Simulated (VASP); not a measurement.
# Rb (Fm-3m) in VASP: single point with LDA

Aim: the single point of Rb with LDA.

All numbers are computed with VASP 6.6.1; they aren't measurements. Logs are shortened: lines on timing, memory, paths and dates and some standing lists are left out, and cuts for length are marked.

### Step 1. The cell of the first run

The structure is cubic, space group Fm-3m (No. 225). The conventional cell has a = 7.280 Å, b = 7.280 Å, c = 7.280 Å, α = 90.00°, β = 90.00°, γ = 90.00°.

### Step 2. Single point, LDA

INCAR

```
SYSTEM = Rb
PREC = Accurate
ENCUT = 520
EDIFF = 1E-6
ISMEAR = 0
SIGMA = 0.1
LREAL = .False.
LASPH = .True.
NELM = 100
ALGO = Normal
ISIF = 2
LWAVE = .False.
LCHARG = .True.
LELF = .True.
LVHAR = .True.
NBANDS = 10
```

KPOINTS

```
Automatic mesh
0
Gamma
  5 5 5
  0 0 0
```

POSCAR

```
Rb
1.0
    0.0000000000      3.6398846700      3.6398846700
    3.6398846700      0.0000000000      3.6398846700
    3.6398846700      3.6398846700      0.0000000000
Rb
1
Direct
    0.0000000000      0.0000000000      0.0000000000
```

Potentials or basis: VASP PAW LDA potentials, release 64 (Rb_sv).

The run is started by

```sh
cat potpaw_LDA.64/Rb_sv/POTCAR > POTCAR
mpirun -np 1 vasp_std > vasp.out
```

OUTCAR:

```text
SYSTEM = Rb
   PREC = Accurate
   ENCUT = 520
   EDIFF = 1E-6
   ISMEAR = 0
   LREAL = .False.
   LASPH = .True.
   NELM = 100
   ISIF = 2

 ion  position               nearest neighbor table
   1  0.000  0.000  0.000-

  LATTYP: Found a face centered cubic cell.
 ALAT       =     7.2797693400

  Lattice vectors:

 A1 = (   0.0000000000,   3.6398846700,   3.6398846700)
 A2 = (   3.6398846700,   0.0000000000,   3.6398846700)
 A3 = (   3.6398846700,   3.6398846700,   0.0000000000)

Analysis of symmetry for initial positions (statically):
=====================================================================
 Subroutine PRICEL returns:
 Original cell was already a primitive cell.

 Routine SETGRP: Setting up the symmetry group for a
 face centered cubic supercell.

 Subroutine GETGRP returns: Found 48 space group operations
 (whereof 48 operations were pure point group operations)
 out of a pool of 48 trial point group operations.

The static configuration has the point symmetry O_h .

Analysis of symmetry for dynamics (positions and initial velocities):
=====================================================================
 Subroutine PRICEL returns:
 Original cell was already a primitive cell.

 Routine SETGRP: Setting up the symmetry group for a
 face centered cubic supercell.

 Subroutine GETGRP returns: Found 48 space group operations
 (whereof 48 operations were pure point group operations)
 out of a pool of 48 trial point group operations.

The dynamic configuration has the point symmetry O_h .

 Subroutine INISYM returns: Found 48 space group operations
 (whereof 48 operations are pure point group operations),
 and found     1 'primitive' translations

----------------------------------------------------------------------------------------

                                     Primitive cell

  volume of cell :      96.4479

  direct lattice vectors                    reciprocal lattice vectors
     0.000000000  3.639884670  3.639884670    -0.137366990  0.137366990  0.137366990
     3.639884670  0.000000000  3.639884670     0.137366990 -0.137366990  0.137366990
     3.639884670  3.639884670  0.000000000     0.137366990  0.137366990 -0.137366990

  length of vectors
     5.147574266  5.147574266  5.147574266     0.237926605  0.237926605  0.237926605

  position of ions in fractional coordinates (direct lattice)
     0.000000000  0.000000000  0.000000000

  ion indices of the primitive-cell ions
   primitive index   ion index
                 1           1

----------------------------------------------------------------------------------------

 KPOINTS: Automatic mesh

Automatic generation of k-mesh.
 Grid dimensions read from file:
 generate k-points for:    5    5    5

 Generating k-lattice:

  Cartesian coordinates                     Fractional coordinates (reciprocal lattice)
    -0.027473398  0.027473398  0.027473398     0.200000000  0.000000000  0.000000000
     0.027473398 -0.027473398  0.027473398     0.000000000  0.200000000  0.000000000
     0.027473398  0.027473398 -0.027473398     0.000000000  0.000000000  0.200000000

  Length of vectors
     0.047585321  0.047585321  0.047585321

  Shift w.r.t. Gamma in fractional coordinates (k-lattice)
     0.000000000  0.000000000  0.000000000

 Subroutine IBZKPT returns following result:
 ===========================================

 Found     10 irreducible k-points:

 Following reciprocal coordinates:
            Coordinates               Weight
  0.000000  0.000000  0.000000      1.000000
  0.200000  0.000000  0.000000      8.000000
  0.400000  0.000000  0.000000      8.000000
  0.200000  0.200000  0.000000      6.000000
  0.400000  0.200000  0.000000     24.000000
 -0.400000  0.200000  0.000000     24.000000
 -0.200000  0.200000  0.000000     12.000000
  0.400000  0.400000  0.000000      6.000000
 -0.400000  0.400000  0.000000     12.000000
 -0.400000  0.400000  0.200000     24.000000
   k-points           NKPTS =     10   k-points in BZ     NKDIM =     10   number of bands    NBANDS=     10
   number of dos      NEDOS =    301   number of ions     NIONS =      1
   total plane-waves  NPLWV =  64000
   dimension x,y,z NGX =    40 NGY =   40 NGZ =   40
   dimension x,y,z NGXF=    80 NGYF=   80 NGZF=   80
   ions per type =               1
   NGX,Y,Z   is equivalent  to a cutoff of  12.92, 12.92, 12.92 a.u.
   NGXF,Y,Z  is equivalent  to a cutoff of  25.84, 25.84, 25.84 a.u.
 SYSTEM =  Rb
   PREC   = accura    normal or accurate (medium, high low for compatibility)
   ISTART =      0    job   : 0-new  1-cont  2-samecut
   ICHARG =      2    charge: 1-file 2-atom 10-const
   ISPIN  =      1    spin polarized calculation?
   LNONCOLLINEAR =      F non collinear calculations
   LSORBIT =      F    spin-orbit coupling
   LASPH  =      T    aspherical Exc in radial PAW
   ENCUT  =  520.0 eV  38.22 Ry    6.18 a.u.   9.57  9.57  9.57*2*pi/ulx,y,z
   NELM   =    100;   NELMIN=  2; NELMDL= -5     # of ELM steps
   EDIFF  = 0.1E-05   stopping-criterion for ELM
   LREAL  =      F    real-space projection
   EDIFFG = 0.1E-04   stopping-criterion for IOM
   NSW    =      0    number of steps for IOM
   IBRION =     -1    ionic relax: 0-MD 1-quasi-New 2-CG
   NFREE  =      0    steps in history (QN), initial steepest desc. (CG)
   ISIF   =      2    stress and relaxation
   ISYM   =      2    0-nonsym 1-usesym 2-fastsym
   POTIM  = 0.5000    time-step for ionic-motion
   TEBEG  =    0.0;   TEEND  =   0.0 temperature during run
   PSTRESS=    0.0 pullay stress
   NELECT =       9.0000    total number of electrons
   NUPDOWN=      -1.0000    fix difference up-down
   EMIN   =  10.00;   EMAX   =-10.00  energy-range for DOS
   EFERMI =   0.00;   METHOD = LEGACY
   ISMEAR =     0;   SIGMA  =   0.10  broadening in eV -4-tet -1-fermi 0-gaus
   EFERMI_NEDOS =   21; number of points for ismear=-14 and -15
   IALGO  =     38    algorithm
   IMIX   =      4    mixing-type and parameters
     AMIX     =   0.40;   BMIX     =  1.00
     AMIX_MAG =   1.60;   BMIX_MAG =  1.00
  volume/ion in A,a.u.               =      96.45       650.86
  Fermi-wavevector in a.u.,A,eV,Ry     =   0.742548  1.403213  7.501953  0.551378
  Thomas-Fermi vector in A             =   1.837453
   LORBIT       =      0    0 simple, 1 ext, 2 COOP (PROOUT), +10 PAW based schemes
   GGA     = CA    functional components
   LHFCALC =     F    Hartree Fock is set to
   AEXX    =    0.0000 exact exchange contribution
   IVDW    =     0    specifies the selected vdW correction
   LEPSILON=     F    determine dielectric tensor
   LRPA    =     F    only Hartree local field effects (RPA)
 non-spin polarized calculation
 Gauss-broadening in eV      SIGMA  =   0.10
  energy-cutoff  :      520.00
  volume of cell :       96.45
 maximum number of plane-waves:      2637
 NGX is ok and might be reduce to    40
   NGX = 19   NGY = 19   NGZ = 19

 number of electron       9.0000000 magnetization

 Free energy of the ion-electron system (eV)
  ---------------------------------------------------
  ext. energy  EPLUGINS =         0.00000000
  ---------------------------------------------------
  free energy    TOTEN  =        -1.05300006 eV

  energy without entropy =       -1.05034818  energy(sigma->0) =       -1.05167412

 E-fermi :  -0.2383     XC(G=0):  -5.5306

 val. band max:       -0.2531958216   @ k =   0.4000   0.4000   0.0000
 cond. band min:       0.0483585462   @ k =  -0.4000   0.2000   0.0000
 fundamental gap:      0.3015543678
 Fermi energy:        -0.2383344996

 k-point     1 :       0.0000    0.0000    0.0000
  band No.  band energies     occupation
      1     -29.1577      2.00000
      2     -13.2638      2.00000
      3     -13.2638      2.00000
      4     -13.2638      2.00000
      5      -2.2335      2.00000
      6       3.1319      0.00000
      7       3.1319      0.00000
      8       3.1319      0.00000
      9       4.3777      0.00000
     10       4.3777      0.00000

 k-point     2 :       0.2000    0.0000    0.0000
  band No.  band energies     occupation
      1     -29.1567      2.00000
      2     -13.2915      2.00000
      3     -13.2677      2.00000
      4     -13.2677      2.00000
      5      -1.8161      2.00000
      6       2.2629      0.00000
      7       3.2277      0.00000
      8       3.2277      0.00000
      9       4.1646      0.00000
     10       4.1646      0.00000

 k-point     3 :       0.4000    0.0000    0.0000
  band No.  band energies     occupation
      1     -29.1551      2.00000
      2     -13.3354      2.00000
      3     -13.2738      2.00000
      4     -13.2738      2.00000
      5      -0.7164      2.00000
      6       0.8753      0.00000
      7       3.0018      0.00000
      8       3.0018      0.00000
      9       4.8808      0.00000
     10       4.8889      0.00000

 k-point     4 :       0.2000    0.2000    0.0000
  band No.  band energies     occupation
      1     -29.1564      2.00000
      2     -13.2905      2.00000
      3     -13.2739      2.00000
      4     -13.2739      2.00000
      5      -1.6786      2.00000
      6       2.3210      0.00000
      7       3.1295      0.00000
      8       3.2753      0.00000
      9       3.2753      0.00000
     10       4.6377      0.00000

 k-point     5 :       0.4000    0.2000    0.0000
  band No.  band energies     occupation
      1     -29.1550      2.00000
      2     -13.3223      2.00000
      3     -13.2840      2.00000
      4     -13.2808      2.00000
      5      -0.7966      2.00000
      6       1.4497      0.00000
      7       2.3242      0.00000
      8       3.2792      0.00000
      9       3.7952      0.00000
     10       5.1245      0.00000

 k-point     6 :      -0.4000    0.2000    0.0000
  band No.  band energies     occupation
      1     -29.1544      2.00000
      2     -13.3324      2.00000
      3     -13.2944      2.00000
      4     -13.2789      2.00000
      5       0.0484      0.00005
      6       0.6193      0.00000
      7       2.0673      0.00000
      8       3.1868      0.00000
      9       3.9901      0.00000
     10       4.8276      0.00000

 k-point     7 :      -0.2000    0.2000    0.0000
  band No.  band energies     occupation
      1     -29.1555      2.00000
      2     -13.3121      2.00000
      3     -13.2859      2.00000
      4     -13.2708      2.00000
      5      -1.1612      2.00000
      6       1.7897      0.00000
      7       2.3348      0.00000
      8       3.4385      0.00000
      9       3.7996      0.00000
     10       4.8922      0.00000

 k-point     8 :       0.4000    0.4000    0.0000
  band No.  band energies     occupation
      1     -29.1542      2.00000
      2     -13.3315      2.00000
      3     -13.2902      2.00000
      4     -13.2902      2.00000
      5      -0.2532      1.16647
      6       1.5504      0.00000
      7       1.5862      0.00000
      8       3.7860      0.00000
      9       3.7860      0.00000
     10       4.5385      0.00000

 k-point     9 :      -0.4000    0.4000    0.0000
  band No.  band energies     occupation
      1     -29.1539      2.00000
      2     -13.3298      2.00000
      3     -13.3047      2.00000
      4     -13.2890      2.00000
      5       0.5959      0.00000
      6       1.0934      0.00000
      7       1.1757      0.00000
      8       3.0988      0.00000
      9       3.6275      0.00000
     10       5.2398      0.00000

 k-point    10 :      -0.4000    0.4000    0.2000
  band No.  band energies     occupation
      1     -29.1541      2.00000
      2     -13.3236      2.00000
      3     -13.3054      2.00000
      4     -13.2879      2.00000
      5       0.1994      0.00000
      6       1.3285      0.00000
      7       1.4243      0.00000
      8       2.5771      0.00000
      9       4.4346      0.00000
     10       4.5184      0.00000

------------------------ aborting loop because EDIFF is reached ----------------------------------------

  FORCE on cell =-STRESS in cart. coord.  units (eV):
  Direction    XX          YY          ZZ          XY          YZ          ZX
  --------------------------------------------------------------------------------------
  -------------------------------------------------------------------------------------
  Total       -0.3277610     -0.3277610     -0.3277610      0.0000000     -0.0000000      0.0000000
  in kB       -5.4447127     -5.4447127     -5.4447127      0.0000000     -0.0000000      0.0000000
  external PRESSURE =      -5.4447127 kB  Pullay stress =       0.0000000 kB

 VOLUME and BASIS-vectors are now :
 -----------------------------------------------------------------------------
  energy-cutoff  :      520.00
  volume of cell :       96.45
      direct lattice vectors                 reciprocal lattice vectors
     0.000000000  3.639884670  3.639884670    -0.137366990  0.137366990  0.137366990
     3.639884670  0.000000000  3.639884670     0.137366990 -0.137366990  0.137366990
     3.639884670  3.639884670  0.000000000     0.137366990  0.137366990 -0.137366990

 POSITION                                       TOTAL-FORCE (eV/Angst)
 -----------------------------------------------------------------------------------
      0.00000      0.00000      0.00000         0.000000     -0.000000      0.000000
 -----------------------------------------------------------------------------------
    total drift:                               -0.000000     -0.000000     -0.000000

  FREE ENERGIE OF THE ION-ELECTRON SYSTEM (eV)
  ---------------------------------------------------
  free  energy   TOTEN  =        -1.0530000554 eV

  energy  without entropy=       -1.0503481824  energy(sigma->0) =       -1.05167412
```

It took 17 s on 1 thread of AMD EPYC 7R13, shared host; peak memory 0.15 GiB.

Results:

| Property | Result |
| --- | --- |
| Free energy | -1.0530 eV |
| Pressure | -0.5 GPa |

Levels at points of the mesh, in eV from the Fermi level:
| k point | band 1 | band 2 | band 3 | band 4 | band 5 | band 6 | band 7 | band 8 | band 9 | band 10 |
| --- | --- | --- | --- | --- | --- | --- | --- | --- | --- | --- |
| (0.00, 0.00, 0.00) | -28.92 | -13.03 | -13.03 | -13.03 | -2.00 | 3.37 | 3.37 | 3.37 | 4.62 | 4.62 |
